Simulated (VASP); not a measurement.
# Si8O15 (a cell with a defect) in VASP: notebook

Runs on Si8O15 (a cell with a defect). Level: PBE+D3(BJ). Tasks: single point.

Program: VASP 6.6.1. These are calculated values, not measurements. Logs are shortened: lines on timing, memory, paths and dates and some standing lists are left out, and cuts for length are marked.

**1. The cell of the first run**

The cell holds a defect, 23 atoms: a = 6.758 Å, b = 6.082 Å, c = 6.500 Å, α = 64.87°, β = 54.57°, γ = 60.56°.

**2. Single point, PBE+D3(BJ)**

File INCAR:

```
SYSTEM = Si8O15
PREC = Accurate
ENCUT = 520
EDIFF = 1E-6
ISMEAR = 0
SIGMA = 0.02
LREAL = Auto
LASPH = .TRUE.
NELM = 100
ALGO = Normal
ISIF = 2
LWAVE = .FALSE.
LCHARG = .FALSE.
GGA = PE
IVDW = 12
NBANDS = 78
```

File KPOINTS:

```
regular mesh
0
G
  2 2 2
  0 0 0
```

File POSCAR:

```
Si8O15
1.0
    0.0000000000      5.0462000000      4.4946000000
    4.0970000000      0.0000000000      4.4946000000
    4.0970000000      5.0462000000      0.0000000000
Si O
8 15
Direct
    0.1957502727      0.0556747707      0.9600047509
    0.3020272363      0.4828497272      0.0144526892
    0.7693666096      0.9709448753      0.0589352809
    0.2068631423      0.0182661239      0.4758581133
    0.7053839033      0.5457452294      0.4447734428
    0.7983714981      0.9497215469      0.5482415969
    0.3005210762      0.4438365975      0.5408997950
    0.7036599494      0.5497988678      0.9544754792
    0.4083615103      0.5253858754      0.2091730701
    0.2676363647      0.1430549093      0.6255618835
    0.3719974964      0.7037033447      0.5185944342
    0.2066655059      0.2788847099      0.2676403084
    0.0942736848      0.9727135888      0.2882898283
    0.2354569901      0.3567173969      0.8720365694
    0.1265398884      0.7945696653      0.9829238665
    0.9056204182      0.0193651200      0.7073568717
    0.7768125040      0.6438589684      0.1158796208
    0.8680587266      0.2220556329      0.0178918897
    0.9651492362      0.6113058433      0.6474620357
    0.6011631555      0.4822360346      0.7831242290
    0.7307958847      0.8411780395      0.3921673351
    0.6357255487      0.2808236437      0.4809683993
    0.5351798408      0.8879552546      0.8536664198
```

Potentials or basis: VASP PAW PBE potentials, release 64 (Si, O).

Launch:

```console
$ cat potpaw_PBE.64/Si/POTCAR potpaw_PBE.64/O/POTCAR > POTCAR
$ mpirun -np 1 vasp_std > vasp.out
```

OUTCAR:

```text
SYSTEM = Si8O15
   PREC = Accurate
   ENCUT = 520
   EDIFF = 1E-6
   ISMEAR = 0
   LREAL = Auto
   LASPH = .TRUE.
   NELM = 100
   ISIF = 2
   GGA = PE
   IVDW = 12
 IVDW          = 12

 ion  position               nearest neighbor table
   1  0.196  0.056  0.960-  13 1.73  14 1.78  15 1.79  18 1.80  23 1.80  10 1.81   7 2.73   3 2.83
                             2 3.09
   2  0.302  0.483  0.014-  12 1.58  15 1.67  20 1.68  14 1.75   9 1.92   8 2.72   5 3.07   1 3.09
                             4 3.12
   3  0.769  0.971  0.059-  18 1.82  17 1.84  16 1.85  21 1.87  15 1.93   5 2.74   1 2.83   4 3.09
                             8 3.14
   4  0.207  0.018  0.476-  12 1.59  11 1.67  16 1.69  10 1.76  13 1.93   6 2.73   3 3.09   7 3.11
                             2 3.12   5 3.14
   5  0.705  0.546  0.445-  21 1.76  17 1.78  22 1.78  20 1.80  11 1.80   3 2.74   7 2.76   2 3.07
                             4 3.14
   6  0.798  0.950  0.548-  13 1.74  21 1.75  22 1.76  23 1.78  16 1.82  19 1.83   8 2.72   4 2.73

   7  0.301  0.444  0.541-   9 1.75  10 1.76  19 1.78  11 1.80  14 1.81  22 1.83   1 2.73   5 2.76
                             4 3.11
   8  0.704  0.550  0.954-   9 1.73  18 1.74  17 1.75  19 1.78  23 1.84  20 1.86   2 2.72   6 2.72
                             3 3.14
   9  0.408  0.525  0.209-   8 1.73   7 1.75   2 1.92
  10  0.268  0.143  0.626-   4 1.76   7 1.76   1 1.81
  11  0.372  0.704  0.519-   4 1.67   7 1.80   5 1.80
  12  0.207  0.279  0.268-   2 1.58   4 1.59
  13  0.094  0.973  0.288-   1 1.73   6 1.74   4 1.93
  14  0.235  0.357  0.872-   2 1.75   1 1.78   7 1.81
  15  0.127  0.795  0.983-   2 1.67   1 1.79   3 1.93
  16  0.906  0.019  0.707-   4 1.69   6 1.82   3 1.85
  17  0.777  0.644  0.116-   8 1.75   5 1.78   3 1.84
  18  0.868  0.222  0.018-   8 1.74   1 1.80   3 1.82
  19  0.965  0.611  0.647-   7 1.78   8 1.78   6 1.83
  20  0.601  0.482  0.783-   2 1.68   5 1.80   8 1.86
  21  0.731  0.841  0.392-   6 1.75   5 1.76   3 1.87
  22  0.636  0.281  0.481-   6 1.76   5 1.78   7 1.83
  23  0.535  0.888  0.854-   6 1.78   1 1.80   8 1.84

  LATTYP: Found a face centered orthorhombic cell.
 ALAT       =     8.1940000000
 B/A-ratio  =     1.0970466195
 C/A-ratio  =     1.2316817183

  Lattice vectors:

 A1 = (   0.0000000000,   5.0462000000,  -4.4946000000)
 A2 = (   4.0970000000,   5.0462000000,   0.0000000000)
 A3 = (   4.0970000000,   0.0000000000,  -4.4946000000)

Analysis of symmetry for initial positions (statically):
=====================================================================
 Subroutine PRICEL returns:
 Original cell was already a primitive cell.

 Routine SETGRP: Setting up the symmetry group for a
 face centered orthorhombic supercell.

 Subroutine GETGRP returns: Found  1 space group operations
 (whereof  1 operations were pure point group operations)
 out of a pool of  8 trial point group operations.

The static configuration has the point symmetry C_1 .

Analysis of symmetry for dynamics (positions and initial velocities):
=====================================================================
 Subroutine PRICEL returns:
 Original cell was already a primitive cell.

 Routine SETGRP: Setting up the symmetry group for a
 face centered orthorhombic supercell.

 Subroutine GETGRP returns: Found  1 space group operations
 (whereof  1 operations were pure point group operations)
 out of a pool of  8 trial point group operations.

The dynamic configuration has the point symmetry C_1 .

 Subroutine INISYM returns: Found  1 space group operations
 (whereof  1 operations are pure point group operations),
 and found     1 'primitive' translations

----------------------------------------------------------------------------------------

                                     Primitive cell

  volume of cell :     185.8453

  direct lattice vectors                    reciprocal lattice vectors
     0.000000000  5.046200000  4.494600000    -0.122040517  0.099084460  0.111244605
     4.097000000  0.000000000  4.494600000     0.122040517 -0.099084460  0.111244605
     4.097000000  5.046200000  0.000000000     0.122040517  0.099084460 -0.111244605

  length of vectors
     6.757630028  6.081680537  6.499964880     0.192579802  0.192579802  0.192579802

  position of ions in fractional coordinates (direct lattice)
     0.195750273  0.055674771  0.960004751
     0.302027236  0.482849727  0.014452689
     0.769366610  0.970944875  0.058935281
     0.206863142  0.018266124  0.475858113
     0.705383903  0.545745229  0.444773443
     0.798371498  0.949721547  0.548241597
[... 15 lines left out ...]
     0.635725549  0.280823644  0.480968399
     0.535179841  0.887955255  0.853666420

  ion indices of the primitive-cell ions
   primitive index   ion index
                 1           1
                 2           2
                 3           3
                 4           4
                 5           5
                 6           6
[... 15 lines left out ...]
                22          22
                23          23

----------------------------------------------------------------------------------------

 KPOINTS: regular mesh

Automatic generation of k-mesh.
 Grid dimensions read from file:
 generate k-points for:    2    2    2

 Generating k-lattice:

  Cartesian coordinates                     Fractional coordinates (reciprocal lattice)
    -0.061020259  0.049542230  0.055622302     0.500000000  0.000000000  0.000000000
     0.061020259 -0.049542230  0.055622302     0.000000000  0.500000000  0.000000000
     0.061020259  0.049542230 -0.055622302     0.000000000  0.000000000  0.500000000

  Length of vectors
     0.096289901  0.096289901  0.096289901

  Shift w.r.t. Gamma in fractional coordinates (k-lattice)
     0.000000000  0.000000000  0.000000000

 Subroutine IBZKPT returns following result:
 ===========================================

 Found      8 irreducible k-points:

 Following reciprocal coordinates:
            Coordinates               Weight
  0.000000  0.000000  0.000000      1.000000
  0.500000  0.000000  0.000000      1.000000
  0.500000  0.500000  0.500000      1.000000
  0.000000  0.500000  0.000000      1.000000
  0.000000  0.000000  0.500000      1.000000
  0.500000  0.500000  0.000000      1.000000
  0.500000  0.000000  0.500000      1.000000
  0.000000  0.500000  0.500000      1.000000
   k-points           NKPTS =      8   k-points in BZ     NKDIM =      8   number of bands    NBANDS=     78
   number of dos      NEDOS =    301   number of ions     NIONS =     23
   total plane-waves  NPLWV = 115200
   dimension x,y,z NGX =    50 NGY =   48 NGZ =   48
   dimension x,y,z NGXF=   100 NGYF=   96 NGZF=   96
   ions per type =               8  15
   NGX,Y,Z   is equivalent  to a cutoff of  12.30, 13.12, 12.28 a.u.
   NGXF,Y,Z  is equivalent  to a cutoff of  24.60, 26.24, 24.55 a.u.
 SYSTEM =  Si8O15
   PREC   = accura    normal or accurate (medium, high low for compatibility)
   ISTART =      0    job   : 0-new  1-cont  2-samecut
   ICHARG =      2    charge: 1-file 2-atom 10-const
   ISPIN  =      1    spin polarized calculation?
   LNONCOLLINEAR =      F non collinear calculations
   LSORBIT =      F    spin-orbit coupling
   LASPH  =      T    aspherical Exc in radial PAW
   ENCUT  =  520.0 eV  38.22 Ry    6.18 a.u.  12.56 11.31 12.09*2*pi/ulx,y,z
   NELM   =    100;   NELMIN=  2; NELMDL= -5     # of ELM steps
   EDIFF  = 0.1E-05   stopping-criterion for ELM
   LREAL  =      T    real-space projection
   EDIFFG = 0.1E-04   stopping-criterion for IOM
   NSW    =      0    number of steps for IOM
   IBRION =     -1    ionic relax: 0-MD 1-quasi-New 2-CG
   NFREE  =      0    steps in history (QN), initial steepest desc. (CG)
   ISIF   =      2    stress and relaxation
   ISYM   =      2    0-nonsym 1-usesym 2-fastsym
   POTIM  = 0.5000    time-step for ionic-motion
   TEBEG  =    0.0;   TEEND  =   0.0 temperature during run
   PSTRESS=    0.0 pullay stress
   NELECT =     122.0000    total number of electrons
   NUPDOWN=      -1.0000    fix difference up-down
   EMIN   =  10.00;   EMAX   =-10.00  energy-range for DOS
   EFERMI =   0.00;   METHOD = LEGACY
   ISMEAR =     0;   SIGMA  =   0.02  broadening in eV -4-tet -1-fermi 0-gaus
   EFERMI_NEDOS =   21; number of points for ismear=-14 and -15
   IALGO  =     38    algorithm
   IMIX   =      4    mixing-type and parameters
     AMIX     =   0.40;   BMIX     =  1.00
     AMIX_MAG =   1.60;   BMIX_MAG =  1.00
  volume/ion in A,a.u.               =       8.08        54.53
  Fermi-wavevector in a.u.,A,eV,Ry     =   1.422801  2.688705 27.543142  2.024364
  Thomas-Fermi vector in A             =   2.543467
   LORBIT       =      0    0 simple, 1 ext, 2 COOP (PROOUT), +10 PAW based schemes
   GGA     = PE    functional components
   LHFCALC =     F    Hartree Fock is set to
   AEXX    =    0.0000 exact exchange contribution
   IVDW    =    12    specifies the selected vdW correction
   LEPSILON=     F    determine dielectric tensor
   LRPA    =     F    only Hartree local field effects (RPA)
 non-spin polarized calculation
 Gauss-broadening in eV      SIGMA  =   0.02
  energy-cutoff  :      520.00
  volume of cell :      185.85
 maximum number of plane-waves:      5022
   NGX = 25   NGY = 23   NGZ = 25

 number of electron     122.0000004 magnetization

 Free energy of the ion-electron system (eV)
  ---------------------------------------------------
  ext. energy  EPLUGINS =         0.00000000
  ---------------------------------------------------
  free energy    TOTEN  =      -169.12957056 eV

  energy without entropy =     -169.12957056  energy(sigma->0) =     -169.12957056

 E-fermi :  11.1533     XC(G=0): -12.1220

 val. band max:       10.9776044857   @ k =   0.0000   0.5000   0.5000
 cond. band min:      11.4558166447   @ k =   0.5000   0.0000   0.0000
 fundamental gap:      0.4782121590
 Fermi energy:        11.1532501628

 k-point     1 :       0.0000    0.0000    0.0000
  band No.  band energies     occupation
      1     -14.4563      2.00000
      2     -12.3744      2.00000
      3     -12.2465      2.00000
      4     -12.1040      2.00000
      5     -11.8167      2.00000
      6     -11.7915      2.00000
[... 65 lines left out ...]
     72      17.3060      0.00000
     73      18.0661      0.00000
[... 530 lines left out ...]
     72      17.7351      0.00000
     73      17.8282      0.00000
 [bands above 73 left out]

------------------------ aborting loop because EDIFF is reached ----------------------------------------

 Edisp (eV)   -5.49036

 E8    (eV) :    -1.9015

  FORCE on cell =-STRESS in cart. coord.  units (eV):
  Direction    XX          YY          ZZ          XY          YZ          ZX
  --------------------------------------------------------------------------------------
  -------------------------------------------------------------------------------------
  Total       8.46757    12.88916    15.87318    -0.22661    -2.63190    -0.69070
  in kB      72.99921   111.11786   136.84312    -1.95361   -22.68971    -5.95458
  external pressure =      106.99 kB  Pullay stress =        0.00 kB

 VOLUME and BASIS-vectors are now :
 -----------------------------------------------------------------------------
  energy-cutoff  :      520.00
  volume of cell :      185.85
      direct lattice vectors                 reciprocal lattice vectors
     0.000000000  5.046200000  4.494600000    -0.122040517  0.099084460  0.111244605
     4.097000000  0.000000000  4.494600000     0.122040517 -0.099084460  0.111244605
     4.097000000  5.046200000  0.000000000     0.122040517  0.099084460 -0.111244605

 POSITION                                       TOTAL-FORCE (eV/Angst)
 -----------------------------------------------------------------------------------
      4.16124      5.83217      1.13006        -0.094330      0.012618     -0.118634
      2.03745      1.59702      3.52771        -0.352443      0.037647      0.330635
      4.21942      4.17978      7.82200         0.517650     -0.744174     -0.265257
      2.02443      3.44515      1.01187        -0.393029      0.060598      0.386723
      4.05816      5.80392      5.62332         0.495125     -0.675465     -0.250216
      6.13716      6.79528      7.85698        -0.033840      0.243136      0.074883
[... 15 lines left out ...]
      3.12106      5.63506      4.11952        -0.056657      0.189745      0.233408
      7.13542      7.00840      6.39642        -0.089906      0.142342      0.000315
 -----------------------------------------------------------------------------------
    total drift:                               -0.004070     -0.005331      0.000060

  FREE ENERGIE OF THE ION-ELECTRON SYSTEM (eV)
  ---------------------------------------------------
  free  energy   TOTEN  =      -174.6199315836 eV

  energy  without entropy=     -174.6199315836  energy(sigma->0) =     -174.61993158
```

It took 3.2 min on 1 thread of Intel Xeon Platinum 8488C (Sapphire Rapids), shared host; peak memory 0.35 GiB.

Results:

```
Free energy                : -174.6199 eV
Pressure                   : 10.7 GPa
Largest force              : 3.381 eV/Å
Band gap on the k mesh     : 0.48 eV
Dispersion energy per atom : -0.239 eV
```

Forces on the atoms (eV/Å):
```
Si  -0.094  0.013 -0.119
Si  -0.352  0.038  0.331
Si   0.518 -0.744 -0.265
Si  -0.393  0.061  0.387
Si   0.495 -0.675 -0.250
Si  -0.034  0.243  0.075
Si  -0.092 -0.042 -0.105
Si  -0.050  0.292  0.092
O   -0.240  0.081  0.034
O   -0.196  0.112  0.107
O   -0.118  0.090 -0.086
O    2.694 -1.788 -0.988
O   -0.241  0.107  0.065
O   -0.187  0.131  0.128
O   -0.094  0.073 -0.087
O   -0.333 -0.006  0.280
O   -0.327  0.662 -0.214
O   -0.061  0.187  0.245
O   -0.093  0.150  0.018
O   -0.349 -0.002  0.322
O   -0.306  0.686 -0.204
O   -0.057  0.190  0.233
O   -0.090  0.142  0.000
```

Levels at points of the mesh, in eV from the valence-band top:
```tsv
k point	band 59	band 60	band 61	band 62	band 63	band 64
(0.00, 0.00, 0.00)	-3.81	-3.33	-1.07	0.91	2.86	3.55
(0.50, 0.00, 0.00)	-3.98	-3.45	-0.16	0.48	2.98	4.07
(0.50, 0.50, 0.50)	-3.94	-3.73	-0.54	1.18	3.14	3.83
(0.00, 0.50, 0.00)	-3.92	-3.71	-0.02	0.68	3.19	3.99
(0.00, 0.00, 0.50)	-4.01	-3.46	-0.53	0.96	3.02	3.86
(0.50, 0.50, 0.00)	-3.90	-3.75	-0.49	1.10	3.14	4.34
(0.50, 0.00, 0.50)	-3.81	-3.48	-0.10	0.55	3.45	3.85
(0.00, 0.50, 0.50)	-3.85	-3.65	0.00	0.75	3.24	4.29
```

Caveat: the k points lie up to 0.61 Å⁻¹ apart.

**3. Single point, PBE+D3(BJ)**

File INCAR:

```
ALGO = Normal ; EDIFF = 1E-6
ENCUT = 520 ; GGA = PE
ISIF = 2 ; ISMEAR = 0
IVDW = 12 ; LASPH = T
LCHARG = F ; LREAL = Auto
LWAVE = F ; NBANDS = 78
NELM = 100 ; PREC = Accurate
SIGMA = 0.02
```

File KPOINTS:

```
k-points
0
Gamma
  2 2 2
```

File POSCAR:

```
Si8O15
1.0
    0.0000000000      5.0462000000      4.4946000000
    4.0970000000      0.0000000000      4.4946000000
    4.0970000000      5.0462000000      0.0000000000
Si O
8 15
Direct
    0.1951267006      0.0513541876      0.9581908453
    0.3002131907      0.4761640175      0.0240583403
    0.7569362535      0.9767572899      0.0617381946
    0.2137868682      0.0310785258      0.4562077812
    0.7026235103      0.5476703979      0.4459891091
    0.8001142500      0.9495729302      0.5507582878
    0.2993342267      0.4448792740      0.5438126958
    0.7040587666      0.5500592861      0.9543168427
    0.4087558418      0.5166101529      0.2088738598
    0.2701420077      0.1455859770      0.6205385044
    0.3692168840      0.7048041634      0.5191028417
    0.1119394310      0.3388274893      0.3093567919
    0.0995361860      0.9733661858      0.2858783834
    0.2374430722      0.3508350838      0.8763665271
    0.1282711375      0.7927683321      0.9830478749
    0.9064935894      0.0192179311      0.7076431868
    0.7753926668      0.6438953677      0.1183121011
    0.8655577062      0.2207899109      0.0190201940
    0.9652690777      0.6115037163      0.6505751219
    0.6024556473      0.4824929577      0.7806879063
    0.7343468113      0.8375414546      0.3930040665
    0.6381661839      0.2821755595      0.4804878528
    0.5356356204      0.8865476663      0.8548465246
```

Potentials or basis: VASP PAW PBE potentials, release 64 (Si, O).

Launch:

```console
$ cat potpaw_PBE.64/Si/POTCAR potpaw_PBE.64/O/POTCAR > POTCAR
$ mpirun -np 1 vasp_std > vasp.out
```

Wall time 3.3 min (1 thread of Intel Xeon Platinum 8488C (Sapphire Rapids), shared host); peak memory 0.35 GiB.

The run converged. Its results:

```yaml
Free_energy: -177.1249 eV
Pressure: 2.5 GPa
Largest_force: 3.883 eV/Å
Band_gap_on_the_k_mesh: 3.18 eV
Dispersion_energy_per_atom: -0.239 eV
```

Forces on the atoms (eV/Å):
```
Si  -0.327  0.008 -0.114
Si  -0.047  0.361 -0.243
Si   0.137 -0.311 -0.171
Si  -0.366 -0.377  0.742
Si  -0.055  0.062  0.041
Si  -0.062  0.216  0.112
Si  -0.002  0.119  0.060
Si  -0.136  0.117  0.091
O   -0.420  0.083 -0.250
O   -0.220 -0.018  0.222
O   -0.086 -0.012  0.001
O    3.114 -1.992 -1.190
O   -0.191  0.199  0.274
O   -0.180  0.342 -0.076
O   -0.161  0.128  0.050
O   -0.116  0.136  0.069
O   -0.058  0.105  0.011
O   -0.141  0.026 -0.076
O   -0.029  0.209  0.075
O   -0.199  0.047  0.118
O   -0.209  0.256  0.072
O   -0.110  0.160  0.172
O   -0.134  0.135  0.012
```

Stress tensor (GPa, compression positive):
```
 1.02 -0.09  0.96
-0.09  3.76 -2.29
 0.96 -2.29  2.68
```

Levels at points of the mesh, in eV from the valence-band top:
```csv
k point,band 57,band 58,band 59,band 60,band 61,band 62,band 63,band 64,band 65,band 66
"(0.00, 0.00, 0.00)",-3.00,-2.62,-2.43,-2.23,-0.71,3.40,3.73,4.63,5.54,5.73
"(0.50, 0.00, 0.00)",-2.77,-2.61,-2.55,-2.42,-0.07,3.21,3.95,4.73,5.54,6.04
"(0.50, 0.50, 0.50)",-2.75,-2.69,-2.54,-2.44,-0.25,3.60,3.95,5.15,5.34,5.84
"(0.00, 0.50, 0.00)",-2.76,-2.57,-2.50,-2.41,0.00,3.34,3.81,5.35,5.54,6.11
"(0.00, 0.00, 0.50)",-2.91,-2.65,-2.61,-2.37,-0.27,3.27,4.01,4.76,5.56,5.70
"(0.50, 0.50, 0.00)",-2.77,-2.61,-2.54,-2.45,-0.27,3.55,4.24,4.90,5.83,6.20
"(0.50, 0.00, 0.50)",-2.89,-2.74,-2.46,-2.32,-0.02,3.18,3.87,5.23,5.37,5.47
"(0.00, 0.50, 0.50)",-2.78,-2.52,-2.46,-2.41,-0.07,3.35,4.17,5.10,6.11,6.12
```

Caveat: the k points lie up to 0.61 Å⁻¹ apart.
